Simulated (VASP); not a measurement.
# MgCd3O4 (Cmmm) in VASP: single point with PBE

Aim: the single point of MgCd3O4 with PBE.

Program: VASP 6.6.1. These are calculated values, not measurements. Logs are shortened: lines on timing, memory, paths and dates and some standing lists are left out, and cuts for length are marked.

## Step 1: The cell of the first run

It takes space group Cmmm (No. 65, orthorhombic). Conventional cell: a = 7.076 Å, b = 10.007 Å, c = 3.538 Å, α = 90.00°, β = 90.00°, γ = 90.00°. Mg (site symmetry mmm) has 6 O at 2.50 Å within 3.3 Å. Within 3.3 Å of Cd (site symmetry 2/m) lie 6 O at 2.50 Å. Cd (site symmetry mmm) has 6 O at 2.50 Å within 3.3 Å. O (site symmetry 2mm) has 4 Cd at 2.50 Å and 2 Mg at 2.50 Å within 3.3 Å. O (site symmetry m2m) has 5 Cd at 2.50 Å and 1 Mg at 2.50 Å within 3.3 Å.

## Step 2: Single point, PBE, collinear spin, ferromagnetic start

The input, INCAR:

```
ALGO     = Normal         # electronic algorithm
EDIFF    = 1E-6           # SCF threshold, eV
ENCUT    = 520            # plane-wave cutoff, eV
GGA      = PE             # functional
ISIF     = 2              # what is computed and relaxed
ISMEAR   = 0              # smearing method
ISPIN    = 2              # spin polarisation
LASPH    = T              # aspherical terms in the spheres
LCHARG   = F              # write CHGCAR
LORBIT   = 11             # projections on sites
LREAL    = F              # projectors in reciprocal space
LWAVE    = F              # write WAVECAR
MAGMOM   = 0 0 0 0 1 1 1 1 # initial moments
NBANDS   = 45             # bands
NELM     = 150            # most SCF steps
PREC     = Accurate       # precision mode
SIGMA    = 0.1            # smearing width, eV
```

The input, KPOINTS:

```
k-points
0
Gamma
  4 4 6
```

The input, POSCAR:

```
MgCd3O4
1.0
    3.5378538500     -5.0032808900      0.0000000000
    3.5378538500      5.0032808900      0.0000000000
    0.0000000000      0.0000000000      3.5378538500
Mg Cd O
1 3 4
Direct
    0.5000000000      0.5000000000      0.5000000000
    0.0000000000      0.5000000000      0.0000000000
    0.0000000000      0.0000000000      0.5000000000
    0.5000000000      0.0000000000      0.0000000000
    0.7500000000      0.7500000000      0.0000000000
    0.7500000000      0.2500000000      0.5000000000
    0.2500000000      0.7500000000      0.5000000000
    0.2500000000      0.2500000000      0.0000000000
```

Potentials or basis: VASP PAW PBE potentials, release 64 (Mg, Cd, O).

Launch:

```sh
> cat potpaw_PBE.64/Mg/POTCAR potpaw_PBE.64/Cd/POTCAR potpaw_PBE.64/O/POTCAR > POTCAR
> mpirun -np 1 vasp_std > vasp.out
```

OUTCAR:

```text
EDIFF = 1E-6
   ENCUT = 520
   GGA = PE
   ISIF = 2
   ISMEAR = 0
   ISPIN = 2
   LASPH = T
   LORBIT = 11
   LREAL = F
   NELM = 150
   PREC = Accurate

 ion  position               nearest neighbor table
   1  0.500  0.500  0.500-   6 2.50   7 2.50   5 2.50   8 2.50   5 2.50   8 2.50   2 3.54   4 3.54
                             2 3.54   4 3.54   4 3.54   4 3.54   2 3.54   2 3.54   3 3.54   3 3.54
   2  0.000  0.500  0.000-   5 2.50   8 2.50   7 2.50   6 2.50   6 2.50   7 2.50   1 3.54   3 3.54
                             1 3.54   3 3.54   3 3.54   3 3.54   1 3.54   1 3.54   4 3.54   4 3.54
   3  0.000  0.000  0.500-   6 2.50   7 2.50   5 2.50   8 2.50   5 2.50   8 2.50   2 3.54   4 3.54
                             2 3.54   4 3.54   2 3.54   2 3.54   4 3.54   4 3.54   1 3.54   1 3.54
   4  0.500  0.000  0.000-   5 2.50   8 2.50   7 2.50   6 2.50   6 2.50   7 2.50   1 3.54   3 3.54
                             1 3.54   3 3.54   1 3.54   1 3.54   3 3.54   3 3.54   2 3.54   2 3.54
   5  0.750  0.750  0.000-   2 2.50   4 2.50   3 2.50   1 2.50   1 2.50   3 2.50
   6  0.750  0.250  0.500-   1 2.50   3 2.50   2 2.50   4 2.50   2 2.50   4 2.50
   7  0.250  0.750  0.500-   1 2.50   3 2.50   2 2.50   4 2.50   2 2.50   4 2.50
   8  0.250  0.250  0.000-   2 2.50   4 2.50   3 2.50   1 2.50   1 2.50   3 2.50

  LATTYP: Found a base centered orthorhombic cell.
 ALAT       =     7.0757077000
 B/A-ratio  =     1.4142135606
 C/A-ratio  =     0.5000000000

  Lattice vectors:

 A1 = (   3.5378538500,  -5.0032808900,   0.0000000000)
 A2 = (   3.5378538500,   5.0032808900,   0.0000000000)
 A3 = (   0.0000000000,   0.0000000000,   3.5378538500)

Analysis of symmetry for initial positions (statically):
=====================================================================
 Subroutine PRICEL returns:
 Original cell was already a primitive cell.

 Routine SETGRP: Setting up the symmetry group for a
 base centered orthorhombic supercell.

 Subroutine GETGRP returns: Found  8 space group operations
 (whereof  8 operations were pure point group operations)
 out of a pool of  8 trial point group operations.

The static configuration has the point symmetry D_2h.

Analysis of symmetry for dynamics (positions and initial velocities):
=====================================================================
 Subroutine PRICEL returns:
 Original cell was already a primitive cell.

 Routine SETGRP: Setting up the symmetry group for a
 base centered orthorhombic supercell.

 Subroutine GETGRP returns: Found  8 space group operations
 (whereof  8 operations were pure point group operations)
 out of a pool of  8 trial point group operations.

The dynamic configuration has the point symmetry D_2h.

Analysis of structural, dynamic, and magnetic symmetry:
=====================================================================
 Subroutine PRICEL returns:
 Original cell was already a primitive cell.

 Routine SETGRP: Setting up the symmetry group for a
 base centered orthorhombic supercell.

 Subroutine GETGRP returns: Found  8 space group operations
 (whereof  8 operations were pure point group operations)
 out of a pool of  8 trial point group operations.

The overall configuration has the point symmetry D_2h.

 Subroutine INISYM returns: Found  8 space group operations
 (whereof  8 operations are pure point group operations),
 and found     1 'primitive' translations

----------------------------------------------------------------------------------------

                                     Primitive cell

  volume of cell :     125.2462

  direct lattice vectors                    reciprocal lattice vectors
     3.537853850 -5.003280890  0.000000000     0.141328619 -0.099934425  0.000000000
     3.537853850  5.003280890  0.000000000     0.141328619  0.099934425  0.000000000
     0.000000000  0.000000000  3.537853850     0.000000000  0.000000000  0.282657239

  length of vectors
     6.127742613  6.127742613  3.537853850     0.173091502  0.173091502  0.282657239

  position of ions in fractional coordinates (direct lattice)
     0.500000000  0.500000000  0.500000000
     1.000000000  0.500000000  0.000000000
     0.000000000  0.000000000  0.500000000
     0.500000000  1.000000000  0.000000000
     0.750000000  0.750000000  0.000000000
[... 76 lines left out ...]
 SYSTEM =  unknown system
   PREC   = accura    normal or accurate (medium, high low for compatibility)
   ISTART =      0    job   : 0-new  1-cont  2-samecut
   ICHARG =      2    charge: 1-file 2-atom 10-const
   ISPIN  =      2    spin polarized calculation?
   LNONCOLLINEAR =      F non collinear calculations
   LSORBIT =      F    spin-orbit coupling
   LASPH  =      T    aspherical Exc in radial PAW
   ENCUT  =  520.0 eV  38.22 Ry    6.18 a.u.  11.39 11.39  6.58*2*pi/ulx,y,z
   NELM   =    150;   NELMIN=  2; NELMDL= -5     # of ELM steps
   EDIFF  = 0.1E-05   stopping-criterion for ELM
   LREAL  =      F    real-space projection
   EDIFFG = 0.1E-04   stopping-criterion for IOM
   NSW    =      0    number of steps for IOM
   IBRION =     -1    ionic relax: 0-MD 1-quasi-New 2-CG
   NFREE  =      0    steps in history (QN), initial steepest desc. (CG)
   ISIF   =      2    stress and relaxation
   ISYM   =      2    0-nonsym 1-usesym 2-fastsym
   POTIM  = 0.5000    time-step for ionic-motion
   TEBEG  =    0.0;   TEEND  =   0.0 temperature during run
   PSTRESS=    0.0 pullay stress
   NELECT =      62.0000    total number of electrons
   NUPDOWN=      -1.0000    fix difference up-down
   EMIN   =  10.00;   EMAX   =-10.00  energy-range for DOS
   EFERMI =   0.00;   METHOD = LEGACY
   ISMEAR =     0;   SIGMA  =   0.10  broadening in eV -4-tet -1-fermi 0-gaus
   EFERMI_NEDOS =   21; number of points for ismear=-14 and -15
   IALGO  =     38    algorithm
   IMIX   =      4    mixing-type and parameters
     AMIX     =   0.40;   BMIX     =  1.00
     AMIX_MAG =   1.60;   BMIX_MAG =  1.00
  volume/ion in A,a.u.               =      15.66       105.65
  Fermi-wavevector in a.u.,A,eV,Ry     =   1.295042  2.447274 22.818789  1.677134
  Thomas-Fermi vector in A             =   2.426587
   LORBIT       =     11    0 simple, 1 ext, 2 COOP (PROOUT), +10 PAW based schemes
   GGA     = PE    functional components
   LHFCALC =     F    Hartree Fock is set to
   AEXX    =    0.0000 exact exchange contribution
   IVDW    =     0    specifies the selected vdW correction
   LEPSILON=     F    determine dielectric tensor
   LRPA    =     F    only Hartree local field effects (RPA)
 spin polarized calculation
 Gauss-broadening in eV      SIGMA  =   0.10
  energy-cutoff  :      520.00
  volume of cell :      125.25
 maximum number of plane-waves:      3392
 NGX is ok and might be reduce to    48
   NGX = 23   NGY = 23   NGZ = 13

 number of electron      61.9999973 magnetization       0.0018589

 number of electron      61.9999973 magnetization      -0.0000821

 Free energy of the ion-electron system (eV)
  ---------------------------------------------------
  ext. energy  EPLUGINS =         0.00000000
  ---------------------------------------------------
  free energy    TOTEN  =       -33.02809022 eV

  energy without entropy =      -33.02545492  energy(sigma->0) =      -33.02677257

 E-fermi :   0.6258     XC(G=0): -10.2273

 val. band max:        0.5700404161   @ k =   0.0000   0.0000   0.0000
 cond. band min:       1.4122094228   @ k =   0.2500   0.0000   0.0000
 fundamental gap:      0.8421690067
 Fermi energy:         0.6257545414

 spin component 1

 k-point     1 :       0.0000    0.0000    0.0000
  band No.  band energies     occupation
      1     -15.5940      1.00000
      2     -15.1546      1.00000
      3     -15.1530      1.00000
      4     -15.1062      1.00000
      5      -6.3155      1.00000
      6      -6.2991      1.00000
[... 1093 lines left out ...]
     42       9.6057      0.00000
     43       9.7193      0.00000

 [... further k-points ...]

 spin component 2

 k-point     1 :       0.0000    0.0000    0.0000
  band No.  band energies     occupation
      1     -15.5940      1.00000
      2     -15.1547      1.00000
      3     -15.1530      1.00000
      4     -15.1062      1.00000
      5      -6.3154      1.00000
      6      -6.2991      1.00000
[... 1093 lines left out ...]
     42       9.6057      0.00000
     43       9.7194      0.00000

 [... further k-points ...]

 [bands above 43 left out]

------------------------ aborting loop because EDIFF is reached ----------------------------------------

  FORCE on cell =-STRESS in cart. coord.  units (eV):
  Direction    XX          YY          ZZ          XY          YZ          ZX
  --------------------------------------------------------------------------------------
  -------------------------------------------------------------------------------------
  Total      -12.5548200    -12.4941740    -12.4068203      0.0000000      0.0000000      0.0000000
  in kB     -160.6040209   -159.8282242   -158.7107768      0.0000000      0.0000000      0.0000000
  external PRESSURE =    -159.7143406 kB  Pullay stress =       0.0000000 kB

 VOLUME and BASIS-vectors are now :
 -----------------------------------------------------------------------------
  energy-cutoff  :      520.00
  volume of cell :      125.25
      direct lattice vectors                 reciprocal lattice vectors
     3.537853850 -5.003280890  0.000000000     0.141328619 -0.099934425  0.000000000
     3.537853850  5.003280890  0.000000000     0.141328619  0.099934425  0.000000000
     0.000000000  0.000000000  3.537853850     0.000000000  0.000000000  0.282657239

 POSITION                                       TOTAL-FORCE (eV/Angst)
 -----------------------------------------------------------------------------------
      3.53785      0.00000      1.76893        -0.000000     -0.000000      0.000000
      1.76893      2.50164      0.00000        -0.000000      0.000000      0.000000
      0.00000      0.00000      1.76893        -0.000000      0.000000      0.000000
      1.76893     -2.50164      0.00000        -0.000000     -0.000000      0.000000
      5.30678      0.00000      0.00000        -0.755713      0.000000      0.000000
      3.53785     -2.50164      1.76893        -0.000000      0.521742      0.000000
      3.53785      2.50164      1.76893        -0.000000     -0.521742     -0.000000
      1.76893      0.00000      0.00000         0.755713      0.000000     -0.000000
 -----------------------------------------------------------------------------------
    total drift:                                0.000000     -0.000000      0.000000

  FREE ENERGIE OF THE ION-ELECTRON SYSTEM (eV)
  ---------------------------------------------------
  free  energy   TOTEN  =       -33.0280902151 eV

  energy  without entropy=      -33.0254549232  energy(sigma->0) =      -33.02677257

 total charge

# of ion       s       p       d       tot
------------------------------------------
    1        0.109   0.075   0.022   0.206
    2        0.318   0.187   9.617  10.122
    3        0.310   0.185   9.622  10.117
    4        0.318   0.187   9.617  10.122
    5        1.568   3.290   0.000   4.858
    6        1.573   3.282   0.000   4.854
    7        1.573   3.282   0.000   4.854
    8        1.568   3.290   0.000   4.858
--------------------------------------------------
tot          7.336  13.777  28.877  49.991

 magnetization (x)

# of ion       s       p       d       tot
------------------------------------------
    1        0.000   0.000   0.000   0.000
    2        0.000  -0.000  -0.000  -0.000
    3       -0.000  -0.000  -0.000  -0.000
    4        0.000  -0.000  -0.000  -0.000
    5        0.000   0.000   0.000   0.000
    6        0.000   0.000   0.000   0.000
    7        0.000   0.000   0.000   0.000
    8        0.000   0.000   0.000   0.000
--------------------------------------------------
tot          0.000   0.000  -0.000   0.000
```

Wall time 2.4 min (1 thread of AMD EPYC 9R45 (Zen 5), shared host); peak memory 0.4 GiB.

What came out:

```yaml
Free_energy: -33.0281 eV
Pressure: -16.0 GPa
Largest_force: 0.756 eV/Å
Band_gap_on_the_k_mesh: zero (filled and empty bands touch)
Net_moment: 0.00 μB per cell
Valence_electrons_inside_the_program's_atomic_spheres: Mg 0.21; Cd 10.12; O 4.86, 4.85 (each value once)
```

Forces on the atoms (eV/Å):
```
Mg   0.000  0.000  0.000
Cd   0.000  0.000  0.000
Cd   0.000  0.000  0.000
Cd   0.000  0.000  0.000
O   -0.756  0.000  0.000
O    0.000  0.522  0.000
O    0.000 -0.522  0.000
O    0.756  0.000  0.000
```

Stress tensor (GPa, compression positive):
```
-16.06   0.00   0.00
  0.00 -15.98   0.00
  0.00   0.00 -15.87
```

Caveat: the cell stands under tension; semilocal functionals underestimate gaps, so a narrow gap can read as zero.
